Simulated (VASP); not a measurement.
# As (Cmce) in VASP: single point with r2SCAN

Aim: the single point of As with r2SCAN.

All numbers are computed with VASP 6.6.1; they aren't measurements. Logs are shortened: lines on timing, memory, paths and dates and some standing lists are left out, and cuts for length are marked.

## (1) The cell of the first run

It takes space group Cmce (No. 64, orthorhombic). The conventional cell has a = 3.650 Å, b = 11.000 Å, c = 4.470 Å, α = 90.00°, β = 90.00°, γ = 90.00°. As (site symmetry m) has 3 As at 2.48 to 2.49 Å within 3.3 Å.

## (2) Single point, r2SCAN

POSCAR

```
As
1.0
    1.8250000000     -5.5000000000      0.0000000000
    1.8250000000      5.5000000000      0.0000000000
    0.0000000000      0.0000000000      4.4700000000
As
4
Direct
    0.1100000000      0.8900000000      0.9400000000
    0.6100000000      0.3900000000      0.5600000000
    0.8900000000      0.1100000000      0.0600000000
    0.3900000000      0.6100000000      0.4400000000
```

INCAR.step1

```
ALGO = Normal ; EDIFF = 1E-5
ENCUT = 550 ; GGA = PE
GGA_COMPAT = False ; ISMEAR = 0
LASPH = True ; LCHARG = False
LREAL = False ; LWAVE = True
NBANDS = 18 ; NELM = 120
PREC = Accurate ; SIGMA = 0.1
```

INCAR.step2

```
ALGO = Normal ; EDIFF = 1E-6
ENCUT = 550 ; GGA_COMPAT = False
ISIF = 2 ; ISMEAR = 0
ISTART = 1 ; LASPH = True
LCHARG = False ; LMIXTAU = True
LREAL = False ; LWAVE = False
METAGGA = R2SCAN ; NBANDS = 18
NELM = 120 ; PREC = Accurate
SIGMA = 0.1
```

KPOINTS

```
k-points
0
Gamma
  6 6 4
```

Potentials or basis: VASP PAW PBE potentials, release 64 (As).

Started as:

```
$ cat potpaw_PBE.64/As/POTCAR > POTCAR
$ cp INCAR.step1 INCAR
$ mpirun -np 1 vasp_std > vasp.out
$ cp INCAR.step2 INCAR
$ mpirun -np 1 vasp_std > vasp.out
```

OUTCAR:

```text
EDIFF = 1E-6
   ENCUT = 550
   ISIF = 2
   ISMEAR = 0
   ISTART = 1
   LASPH = True
   LREAL = False
   METAGGA = R2SCAN
   NELM = 120
   PREC = Accurate

 ion  position               nearest neighbor table
   1  0.110  0.890  0.940-   3 2.48   2 2.49   2 2.49
   2  0.610  0.390  0.560-   4 2.48   1 2.49   1 2.49
   3  0.890  0.110  0.060-   1 2.48   4 2.49   4 2.49
   4  0.390  0.610  0.440-   2 2.48   3 2.49   3 2.49

  LATTYP: Found a base centered orthorhombic cell.
 ALAT       =     3.6500000000
 B/A-ratio  =     3.0136986301
 C/A-ratio  =     1.2246575342

  Lattice vectors:

 A1 = (   1.8250000000,  -5.5000000000,   0.0000000000)
 A2 = (   1.8250000000,   5.5000000000,   0.0000000000)
 A3 = (   0.0000000000,   0.0000000000,   4.4700000000)

Analysis of symmetry for initial positions (statically):
=====================================================================
 Subroutine PRICEL returns:
 Original cell was already a primitive cell.

 Routine SETGRP: Setting up the symmetry group for a
 base centered orthorhombic supercell.

 Subroutine GETGRP returns: Found  8 space group operations
 (whereof  4 operations were pure point group operations)
 out of a pool of  8 trial point group operations.

The static configuration has the point symmetry C_2h.
 The point group associated with its full space group is D_2h.

Analysis of symmetry for dynamics (positions and initial velocities):
=====================================================================
 Subroutine PRICEL returns:
 Original cell was already a primitive cell.

 Routine SETGRP: Setting up the symmetry group for a
 base centered orthorhombic supercell.

 Subroutine GETGRP returns: Found  8 space group operations
 (whereof  4 operations were pure point group operations)
 out of a pool of  8 trial point group operations.

The dynamic configuration has the point symmetry C_2h.
 The point group associated with its full space group is D_2h.

 Subroutine INISYM returns: Found  8 space group operations
 (whereof  4 operations are pure point group operations),
 and found     1 'primitive' translations

----------------------------------------------------------------------------------------

                                     Primitive cell

  volume of cell :      89.7353

  direct lattice vectors                    reciprocal lattice vectors
     1.825000000 -5.500000000  0.000000000     0.273972603 -0.090909091  0.000000000
     1.825000000  5.500000000  0.000000000     0.273972603  0.090909091  0.000000000
[... 87 lines left out ...]
   ENCUT  =  550.0 eV  40.42 Ry    6.36 a.u.  11.08 11.08  8.55*2*pi/ulx,y,z
   NELM   =    120;   NELMIN=  2; NELMDL=  0     # of ELM steps
   EDIFF  = 0.1E-05   stopping-criterion for ELM
   LREAL  =      F    real-space projection
   EDIFFG = 0.1E-04   stopping-criterion for IOM
   NSW    =      0    number of steps for IOM
   IBRION =     -1    ionic relax: 0-MD 1-quasi-New 2-CG
   NFREE  =      0    steps in history (QN), initial steepest desc. (CG)
   ISIF   =      2    stress and relaxation
   ISYM   =      2    0-nonsym 1-usesym 2-fastsym
   POTIM  = 0.5000    time-step for ionic-motion
   TEBEG  =    0.0;   TEEND  =   0.0 temperature during run
   PSTRESS=    0.0 pullay stress
   NELECT =      20.0000    total number of electrons
   NUPDOWN=      -1.0000    fix difference up-down
   EMIN   =  10.00;   EMAX   =-10.00  energy-range for DOS
   EFERMI =   0.00;   METHOD = LEGACY
   ISMEAR =     0;   SIGMA  =   0.10  broadening in eV -4-tet -1-fermi 0-gaus
   EFERMI_NEDOS =   21; number of points for ismear=-14 and -15
   IALGO  =     38    algorithm
   IMIX   =      4    mixing-type and parameters
     AMIX     =   0.40;   BMIX     =  1.00
     AMIX_MAG =   1.60;   BMIX_MAG =  1.00
  volume/ion in A,a.u.               =      22.43       151.39
  Fermi-wavevector in a.u.,A,eV,Ry     =   0.992576  1.875697 13.404559  0.985207
  Thomas-Fermi vector in A             =   2.124398
   LORBIT       =      0    0 simple, 1 ext, 2 COOP (PROOUT), +10 PAW based schemes
   METAGGA = R2SCAN    functional components
   LHFCALC =     F    Hartree Fock is set to
   AEXX    =    0.0000 exact exchange contribution
   IVDW    =     0    specifies the selected vdW correction
   LEPSILON=     F    determine dielectric tensor
   LRPA    =     F    only Hartree local field effects (RPA)
 non-spin polarized calculation
 Gauss-broadening in eV      SIGMA  =   0.10
  energy-cutoff  :      550.00
  volume of cell :       89.74
 maximum number of plane-waves:      2654
 NGX is ok and might be reduce to    48
   NGX = 23   NGY = 23   NGZ = 17

 number of electron      20.0000001 magnetization

 Free energy of the ion-electron system (eV)
  ---------------------------------------------------
  ext. energy  EPLUGINS =         0.00000000
  ---------------------------------------------------
  free energy    TOTEN  =       -58.76342903 eV

  energy without entropy =      -58.76330311  energy(sigma->0) =      -58.76336607

 E-fermi :   4.6058     XC(G=0): -10.1449

 val. band max:        4.4562773166   @ k =   0.5000   0.5000   0.0000
 cond. band min:       4.7434114265   @ k =   0.5000   0.5000   0.0000
 fundamental gap:      0.2871341099
 Fermi energy:         4.6058418657

 k-point     1 :       0.0000    0.0000    0.0000
  band No.  band energies     occupation
      1     -10.7953      2.00000
      2      -7.8980      2.00000
      3      -5.1227      2.00000
      4      -1.6463      2.00000
      5      -1.5177      2.00000
      6       0.1712      2.00000
[... 481 lines left out ...]
      5      -0.3969      2.00000
      6       0.8080      2.00000
[... 10 lines left out ...]
     17      11.2858      0.00000
     18      12.5768      0.00000

 [... further k-points ...]
[... 5 lines left out ...]
  --------------------------------------------------------------------------------------
  -------------------------------------------------------------------------------------
  Total        1.4885117      0.6317910      0.2855970      0.0000000      0.0000000      0.0000000
  in kB       26.5766201     11.2803077      5.0991891      0.0000000      0.0000000      0.0000000
  external PRESSURE =      14.3187056 kB  Pullay stress =       0.0000000 kB

 VOLUME and BASIS-vectors are now :
 -----------------------------------------------------------------------------
  energy-cutoff  :      550.00
  volume of cell :       89.74
      direct lattice vectors                 reciprocal lattice vectors
     1.825000000 -5.500000000  0.000000000     0.273972603 -0.090909091  0.000000000
     1.825000000  5.500000000  0.000000000     0.273972603  0.090909091  0.000000000
     0.000000000  0.000000000  4.470000000     0.000000000  0.000000000  0.223713647

 POSITION                                       TOTAL-FORCE (eV/Angst)
 -----------------------------------------------------------------------------------
      1.82500      4.29000      4.20180         0.000000      0.135192     -0.309693
      1.82500     -1.21000      2.50320         0.000000      0.135192      0.309693
      1.82500     -4.29000      0.26820         0.000000     -0.135192      0.309693
      1.82500      1.21000      1.96680         0.000000     -0.135192     -0.309693
 -----------------------------------------------------------------------------------
    total drift:                                0.000000      0.000000     -0.000000

  FREE ENERGIE OF THE ION-ELECTRON SYSTEM (eV)
  ---------------------------------------------------
  free  energy   TOTEN  =       -58.7634290275 eV

  energy  without entropy=      -58.7633031072  energy(sigma->0) =      -58.76336607
```

OUTCAR.step1:

```text
EDIFF = 1E-5
   ENCUT = 550
   GGA = PE
   ISMEAR = 0
[... 737 lines left out ...]
      1.82500      4.29000      4.20180         0.000000     -0.138137      0.010409
      1.82500     -1.21000      2.50320         0.000000     -0.138137     -0.010409
      1.82500     -4.29000      0.26820         0.000000      0.138137     -0.010409
      1.82500      1.21000      1.96680         0.000000      0.138137      0.010409
 -----------------------------------------------------------------------------------
    total drift:                                0.000000      0.000000     -0.000000

  FREE ENERGIE OF THE ION-ELECTRON SYSTEM (eV)
  ---------------------------------------------------
  free  energy   TOTEN  =       -18.5634832480 eV

  energy  without entropy=      -18.5631390191  energy(sigma->0) =      -18.56331113
```

OSZICAR.step1:

```text
N       E                     dE             d eps       ncg     rms          rms(c)
DAV:   1     0.675314911951E+02    0.67531E+02   -0.81582E+03  1404   0.971E+02
DAV:   2    -0.140134236227E+02   -0.81545E+02   -0.78794E+02  1870   0.145E+02
DAV:   3    -0.185843610467E+02   -0.45709E+01   -0.45401E+01  1754   0.353E+01
DAV:   4    -0.186188026862E+02   -0.34442E-01   -0.34419E-01  1700   0.342E+00
DAV:   5    -0.186189558937E+02   -0.15321E-03   -0.15320E-03  1640   0.246E-01    0.477E+00
DAV:   6    -0.185826171399E+02    0.36339E-01   -0.15699E-02  1570   0.708E-01    0.286E+00
DAV:   7    -0.185632083057E+02    0.19409E-01   -0.34882E-02  1482   0.107E+00    0.123E-01
DAV:   8    -0.185633791621E+02   -0.17086E-03   -0.99370E-04  1544   0.172E-01    0.520E-02
DAV:   9    -0.185634844741E+02   -0.10531E-03   -0.18220E-04  1640   0.764E-02    0.194E-02
DAV:  10    -0.185634832480E+02    0.12261E-05   -0.68770E-06   904   0.156E-02
   1 F= -.18563483E+02 E0= -.18563311E+02  d E =-.344229E-03
```

It took 3 min on 1 thread of Intel Xeon Platinum 8488C (Sapphire Rapids), shared host; peak memory 0.32 GiB.

Results:

```yaml
Free_energy: -58.7634 eV
Pressure: 1.4 GPa
Largest_force: 0.338 eV/Å
Band_gap_on_the_k_mesh: 0.29 eV, direct
```

Forces in eV/Å, atoms in the order of the input:
```
As   0.000  0.135 -0.310
As   0.000  0.135  0.310
As   0.000 -0.135  0.310
As   0.000 -0.135 -0.310
```

Levels at points of the mesh, in eV from the valence-band top:
| k point | band 8 | band 9 | band 10 | band 11 | band 12 | band 13 |
| --- | --- | --- | --- | --- | --- | --- |
| (0.00, 0.00, 0.00) | -2.16 | -1.82 | -0.95 | 2.30 | 2.52 | 2.90 |
| (0.50, 0.00, 0.00) | -2.49 | -2.25 | -2.25 | 1.25 | 1.25 | 1.45 |
| (0.50, 0.50, 0.00) | -1.59 | -1.21 | 0.00 | 0.29 | 2.41 | 2.84 |
| (0.00, 0.00, 0.50) | -1.96 | -0.41 | -0.41 | 1.42 | 1.42 | 2.40 |
| (0.50, 0.00, 0.50) | -4.65 | -1.77 | -1.77 | 2.44 | 2.44 | 5.05 |
| (0.50, 0.50, 0.50) | -1.84 | -0.89 | -0.89 | 1.85 | 1.85 | 2.22 |

Caveat: the PAW data sets were made with another functional, which shifts forces and pressure a little. A k mesh can miss the band edges.
